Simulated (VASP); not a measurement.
# CdSe (CsCl type) (Pm-3m) in VASP: notebook

The runs below take CdSe (CsCl type) through single point, relaxation of cell and atoms, with PBE.

All numbers are computed with VASP 6.6.1; they aren't measurements. Logs are shortened: lines on timing, memory, paths and dates and some standing lists are left out, and cuts for length are marked.

## (1) The cell of the first run

Symmetry: Pm-3m, No. 221, cubic system. The conventional cell has a = 3.469 Å, b = 3.469 Å, c = 3.469 Å, α = 90.00°, β = 90.00°, γ = 90.00°. Within 4.0 Å of Cd (site symmetry m-3m) lie 8 Se at 3.00 Å and 6 Cd at 3.47 Å. Within 4.0 Å of Se (site symmetry m-3m) lie 8 Cd at 3.00 Å and 6 Se at 3.47 Å.

## (2) Single point, PBE

INCAR reads:

```
SYSTEM = CdSe
  PREC = Accurate
  ENCUT = 520
  EDIFF = 1E-6
  ISMEAR = -1
  SIGMA = 0.05
  LREAL = .FALSE.
  LASPH = .TRUE.
  NELM = 60
  ALGO = Normal
  ISIF = 2
  LWAVE = .FALSE.
  LCHARG = .FALSE.
  GGA = PE
  NBANDS = 16
```

KPOINTS reads:

```
regular mesh
0
G
  13 13 13
  0 0 0
```

POSCAR reads:

```
CdSe
1.0
    3.4692154979      0.0000000000      0.0000000000
    0.0000000000      3.4692154979      0.0000000000
    0.0000000000      0.0000000000      3.4692154979
Cd Se
1 1
Direct
    0.0000000000      0.0000000000      0.0000000000
    0.5000000000      0.5000000000      0.5000000000
```

Potentials or basis: VASP PAW PBE potentials, release 64 (Cd, Se).

Run with:

```sh
> cat potpaw_PBE.64/Cd/POTCAR potpaw_PBE.64/Se/POTCAR > POTCAR
> mpirun -np 1 vasp_std > vasp.out
```

OUTCAR:

```text
SYSTEM = CdSe
   PREC = Accurate
   ENCUT = 520
   EDIFF = 1E-6
   ISMEAR = -1
   LREAL = .FALSE.
   LASPH = .TRUE.
   NELM = 60
   ISIF = 2
   GGA = PE

 ion  position               nearest neighbor table
   1  0.000  0.000  0.000-   2 3.00   2 3.00   2 3.00   2 3.00   2 3.00   2 3.00   2 3.00   2 3.00

   2  0.500  0.500  0.500-   1 3.00   1 3.00   1 3.00   1 3.00   1 3.00   1 3.00   1 3.00   1 3.00

  LATTYP: Found a simple cubic cell.
 ALAT       =     3.4692154979

  Lattice vectors:

 A1 = (   3.4692154979,   0.0000000000,   0.0000000000)
 A2 = (   0.0000000000,   3.4692154979,   0.0000000000)
 A3 = (   0.0000000000,   0.0000000000,   3.4692154979)

Analysis of symmetry for initial positions (statically):
=====================================================================
 Subroutine PRICEL returns:
 Original cell was already a primitive cell.

 Routine SETGRP: Setting up the symmetry group for a
 simple cubic supercell.

 Subroutine GETGRP returns: Found 48 space group operations
 (whereof 48 operations were pure point group operations)
 out of a pool of 48 trial point group operations.

The static configuration has the point symmetry O_h .

Analysis of symmetry for dynamics (positions and initial velocities):
=====================================================================
 Subroutine PRICEL returns:
 Original cell was already a primitive cell.

 Routine SETGRP: Setting up the symmetry group for a
 simple cubic supercell.

 Subroutine GETGRP returns: Found 48 space group operations
 (whereof 48 operations were pure point group operations)
 out of a pool of 48 trial point group operations.

The dynamic configuration has the point symmetry O_h .

 Subroutine INISYM returns: Found 48 space group operations
 (whereof 48 operations are pure point group operations),
 and found     1 'primitive' translations

----------------------------------------------------------------------------------------

                                     Primitive cell

  volume of cell :      41.7536

  direct lattice vectors                    reciprocal lattice vectors
     3.469215498  0.000000000  0.000000000     0.288249606  0.000000000  0.000000000
     0.000000000  3.469215498  0.000000000     0.000000000  0.288249606  0.000000000
     0.000000000  0.000000000  3.469215498     0.000000000  0.000000000  0.288249606

  length of vectors
     3.469215498  3.469215498  3.469215498     0.288249606  0.288249606  0.288249606

  position of ions in fractional coordinates (direct lattice)
     0.000000000  0.000000000  0.000000000
     0.500000000  0.500000000  0.500000000

  ion indices of the primitive-cell ions
   primitive index   ion index
                 1           1
                 2           2

----------------------------------------------------------------------------------------

 KPOINTS: regular mesh

Automatic generation of k-mesh.
 Grid dimensions read from file:
 generate k-points for:   13   13   13

 Generating k-lattice:

  Cartesian coordinates                     Fractional coordinates (reciprocal lattice)
     0.022173047  0.000000000  0.000000000     0.076923077  0.000000000  0.000000000
     0.000000000  0.022173047  0.000000000     0.000000000  0.076923077  0.000000000
     0.000000000  0.000000000  0.022173047     0.000000000  0.000000000  0.076923077

  Length of vectors
     0.022173047  0.022173047  0.022173047

  Shift w.r.t. Gamma in fractional coordinates (k-lattice)
     0.000000000  0.000000000  0.000000000

 Subroutine IBZKPT returns following result:
 ===========================================

 Found     84 irreducible k-points:

 Following reciprocal coordinates:
            Coordinates               Weight
  0.000000  0.000000  0.000000      1.000000
  0.076923  0.000000  0.000000      6.000000
  0.153846  0.000000  0.000000      6.000000
  0.230769  0.000000  0.000000      6.000000
  0.307692  0.000000  0.000000      6.000000
  0.384615  0.000000  0.000000      6.000000
[... 16 lines left out ...]
  0.307692  0.307692  0.000000     12.000000
  0.384615  0.307692  0.000000     24.000000
 [... further k-points ...]
   k-points           NKPTS =     84   k-points in BZ     NKDIM =     84   number of bands    NBANDS=     16
   number of dos      NEDOS =    301   number of ions     NIONS =      2
   total plane-waves  NPLWV =  21952
   dimension x,y,z NGX =    28 NGY =   28 NGZ =   28
   dimension x,y,z NGXF=    56 NGYF=   56 NGZF=   56
   ions per type =               1   1
   NGX,Y,Z   is equivalent  to a cutoff of  13.42, 13.42, 13.42 a.u.
   NGXF,Y,Z  is equivalent  to a cutoff of  26.84, 26.84, 26.84 a.u.
 SYSTEM =  CdSe
   PREC   = accura    normal or accurate (medium, high low for compatibility)
   ISTART =      0    job   : 0-new  1-cont  2-samecut
   ICHARG =      2    charge: 1-file 2-atom 10-const
   ISPIN  =      1    spin polarized calculation?
   LNONCOLLINEAR =      F non collinear calculations
   LSORBIT =      F    spin-orbit coupling
   LASPH  =      T    aspherical Exc in radial PAW
   ENCUT  =  520.0 eV  38.22 Ry    6.18 a.u.   6.45  6.45  6.45*2*pi/ulx,y,z
   NELM   =     60;   NELMIN=  2; NELMDL= -5     # of ELM steps
   EDIFF  = 0.1E-05   stopping-criterion for ELM
   LREAL  =      F    real-space projection
   EDIFFG = 0.1E-04   stopping-criterion for IOM
   NSW    =      0    number of steps for IOM
   IBRION =     -1    ionic relax: 0-MD 1-quasi-New 2-CG
   NFREE  =      0    steps in history (QN), initial steepest desc. (CG)
   ISIF   =      2    stress and relaxation
   ISYM   =      2    0-nonsym 1-usesym 2-fastsym
   POTIM  = 0.5000    time-step for ionic-motion
   TEBEG  =    0.0;   TEEND  =   0.0 temperature during run
   PSTRESS=    0.0 pullay stress
   NELECT =      18.0000    total number of electrons
   NUPDOWN=      -1.0000    fix difference up-down
   EMIN   =  10.00;   EMAX   =-10.00  energy-range for DOS
   EFERMI =   0.00;   METHOD = LEGACY
   ISMEAR =    -1;   SIGMA  =   0.05  broadening in eV -4-tet -1-fermi 0-gaus
   EFERMI_NEDOS =   21; number of points for ismear=-14 and -15
   IALGO  =     38    algorithm
   IMIX   =      4    mixing-type and parameters
     AMIX     =   0.40;   BMIX     =  1.00
     AMIX_MAG =   1.60;   BMIX_MAG =  1.00
  volume/ion in A,a.u.               =      20.88       140.88
  Fermi-wavevector in a.u.,A,eV,Ry     =   1.236710  2.337042 20.809438  1.529451
  Thomas-Fermi vector in A             =   2.371307
   LORBIT       =      0    0 simple, 1 ext, 2 COOP (PROOUT), +10 PAW based schemes
   GGA     = PE    functional components
   LHFCALC =     F    Hartree Fock is set to
   AEXX    =    0.0000 exact exchange contribution
   IVDW    =     0    specifies the selected vdW correction
   LEPSILON=     F    determine dielectric tensor
   LRPA    =     F    only Hartree local field effects (RPA)
 non-spin polarized calculation
  energy-cutoff  :      520.00
  volume of cell :       41.75
 maximum number of plane-waves:      1141
 NGX is ok and might be reduce to    28
   NGX = 13   NGY = 13   NGZ = 13

 number of electron      18.0000010 magnetization

 Free energy of the ion-electron system (eV)
  ---------------------------------------------------
  ext. energy  EPLUGINS =         0.00000000
  ---------------------------------------------------
  free energy    TOTEN  =        -4.25142382 eV

  energy without entropy =       -4.23958445  energy(sigma->0) =       -4.24550414

 E-fermi :   3.9109     XC(G=0): -10.7771

 val. band max:        3.9065680451   @ k =   0.3846   0.3846   0.0769
 cond. band min:       3.9214419936   @ k =   0.4615   0.3846   0.0769
 fundamental gap:      0.0148739485
 Fermi energy:         3.9109328333

 k-point     1 :       0.0000    0.0000    0.0000
  band No.  band energies     occupation
      1     -10.1154      2.00000
      2      -4.9420      2.00000
      3      -4.9420      2.00000
      4      -4.4360      2.00000
      5      -4.4360      2.00000
      6      -4.4360      2.00000
[... 8 lines left out ...]
     15      15.2050      0.00000
     16      18.9836      0.00000

 k-point     2 :       0.0769    0.0000    0.0000
  band No.  band energies     occupation
      1     -10.0689      2.00000
      2      -4.9386      2.00000
      3      -4.9255      2.00000
      4      -4.4516      2.00000
      5      -4.4516      2.00000
      6      -4.4348      2.00000
[... 8 lines left out ...]
     15      14.8685      0.00000
     16      18.9134      0.00000

 k-point     3 :       0.1538    0.0000    0.0000
  band No.  band energies     occupation
      1      -9.9345      2.00000
      2      -4.9293      2.00000
      3      -4.8826      2.00000
      4      -4.4940      2.00000
      5      -4.4940      2.00000
      6      -4.4315      2.00000
[... 8 lines left out ...]
     15      14.2705      0.00000
     16      18.3286      0.00000

 k-point     4 :       0.2308    0.0000    0.0000
  band No.  band energies     occupation
      1      -9.7286      2.00000
      2      -4.9162      2.00000
      3      -4.8327      2.00000
      4      -4.5522      2.00000
      5      -4.5522      2.00000
      6      -4.4268      2.00000
[... 8 lines left out ...]
     15      14.4619      0.00000
     16      17.1399      0.00000

 k-point     5 :       0.3077    0.0000    0.0000
  band No.  band energies     occupation
      1      -9.4831      2.00000
      2      -4.9021      2.00000
      3      -4.8037      2.00000
      4      -4.6120      2.00000
      5      -4.6120      2.00000
      6      -4.4219      2.00000
[... 8 lines left out ...]
     15      15.8568      0.00000
     16      16.1566      0.00000

 k-point     6 :       0.3846    0.0000    0.0000
  band No.  band energies     occupation
      1      -9.2513      2.00000
      2      -4.8904      2.00000
      3      -4.8146      2.00000
      4      -4.6602      2.00000
      5      -4.6602      2.00000
      6      -4.4177      2.00000
[... 8 lines left out ...]
     15      15.4312      0.00000
     16      17.8402      0.00000

 k-point     7 :       0.4615    0.0000    0.0000
  band No.  band energies     occupation
      1      -9.1052      2.00000
      2      -4.8838      2.00000
      3      -4.8449      2.00000
      4      -4.6869      2.00000
      5      -4.6869      2.00000
      6      -4.4154      2.00000
[... 8 lines left out ...]
     15      15.0350      0.00000
     16      19.0807      0.00000

 k-point     8 :       0.0769    0.0769    0.0000
  band No.  band energies     occupation
      1     -10.0232      2.00000
      2      -4.9290      2.00000
      3      -4.9147      2.00000
      4      -4.4666      2.00000
      5      -4.4554      2.00000
      6      -4.4447      2.00000
[... 8 lines left out ...]
     15      15.1277      0.00000
     16      18.1701      0.00000

 k-point     9 :       0.1538    0.0769    0.0000
  band No.  band energies     occupation
      1      -9.8910      2.00000
      2      -4.9174      2.00000
      3      -4.8725      2.00000
      4      -4.5069      2.00000
      5      -4.4935      2.00000
      6      -4.4440      2.00000
[... 8 lines left out ...]
     15      14.8284      0.00000
     16      17.8501      0.00000
[... 172 lines left out ...]
 k-point    19 :       0.2308    0.2308    0.0000
  band No.  band energies     occupation
      1      -9.4028      2.00000
      2      -4.8668      2.00000
      3      -4.7044      2.00000
      4      -4.5920      2.00000
      5      -4.5487      2.00000
      6      -4.5027      2.00000
[... 8 lines left out ...]
     15      15.4338      0.00000
     16      16.2357      0.00000

 k-point    20 :       0.3077    0.2308    0.0000
  band No.  band energies     occupation
      1      -9.2038      2.00000
      2      -4.8527      2.00000
      3      -4.6444      2.00000
      4      -4.5837      2.00000
      5      -4.5785      2.00000
      6      -4.5052      2.00000
[... 8 lines left out ...]
     15      16.0833      0.00000
     16      16.3028      0.00000

 k-point    21 :       0.3846    0.2308    0.0000
  band No.  band energies     occupation
      1      -9.0229      2.00000
      2      -4.8358      2.00000
      3      -4.6211      2.00000
      4      -4.6153      2.00000
      5      -4.5423      2.00000
      6      -4.4980      2.00000
[... 8 lines left out ...]
     15      16.2498      0.00000
     16      17.5072      0.00000

 k-point    22 :       0.4615    0.2308    0.0000
  band No.  band energies     occupation
      1      -8.9129      2.00000
      2      -4.8218      2.00000
      3      -4.6428      2.00000
      4      -4.5851      2.00000
      5      -4.5351      2.00000
      6      -4.4930      2.00000
[... 8 lines left out ...]
     15      16.4732      0.00000
     16      17.9641      0.00000

 k-point    23 :       0.3077    0.3077    0.0000
  band No.  band energies     occupation
      1      -9.0382      2.00000
      2      -4.8325      2.00000
      3      -4.5785      2.00000
      4      -4.5427      2.00000
      5      -4.5402      2.00000
      6      -4.5388      2.00000
[... 8 lines left out ...]
     15      15.5973      0.00000
     16      16.8486      0.00000

 k-point    24 :       0.3846    0.3077    0.0000
  band No.  band energies     occupation
      1      -8.8914      2.00000
      2      -4.8086      2.00000
      3      -4.6005      2.00000
      4      -4.5398      2.00000
      5      -4.4904      2.00000
      6      -4.4562      2.00000
[... 8 lines left out ...]
     15      15.5422      0.00000
     16      17.5657      0.00000

 [... further k-points ...]
[... 5 lines left out ...]
  --------------------------------------------------------------------------------------
  -------------------------------------------------------------------------------------
  Total        1.4509829      1.4509829      1.4509829      0.0000000      0.0000000     -0.0000000
  in kB       55.6774137     55.6774137     55.6774137      0.0000000      0.0000000     -0.0000000
  external PRESSURE =      55.6774137 kB  Pullay stress =       0.0000000 kB

 VOLUME and BASIS-vectors are now :
 -----------------------------------------------------------------------------
  energy-cutoff  :      520.00
  volume of cell :       41.75
      direct lattice vectors                 reciprocal lattice vectors
     3.469215498  0.000000000  0.000000000     0.288249606  0.000000000  0.000000000
     0.000000000  3.469215498  0.000000000     0.000000000  0.288249606  0.000000000
     0.000000000  0.000000000  3.469215498     0.000000000  0.000000000  0.288249606

 POSITION                                       TOTAL-FORCE (eV/Angst)
 -----------------------------------------------------------------------------------
      0.00000      0.00000      0.00000         0.000000      0.000000      0.000000
      1.73461      1.73461      1.73461         0.000000      0.000000      0.000000
 -----------------------------------------------------------------------------------
    total drift:                               -0.000000      0.000000     -0.000000

  FREE ENERGIE OF THE ION-ELECTRON SYSTEM (eV)
  ---------------------------------------------------
  free  energy   TOTEN  =        -4.2514238215 eV

  energy  without entropy=       -4.2395844507  energy(sigma->0) =       -4.24550414
```

Wall time 18 s (1 thread of Intel Xeon 6975P-C (Granite Rapids), shared host); peak memory 0.19 GiB.

Results:

| Quantity | Value |
| --- | --- |
| Free energy | -4.2514 eV |
| Pressure | 5.6 GPa |
| Band gap on the k mesh | zero (band 9 reaches 4.14 eV, above the bottom of band 10 at 2.67 eV) |

(Continued in part 2 of 2.)
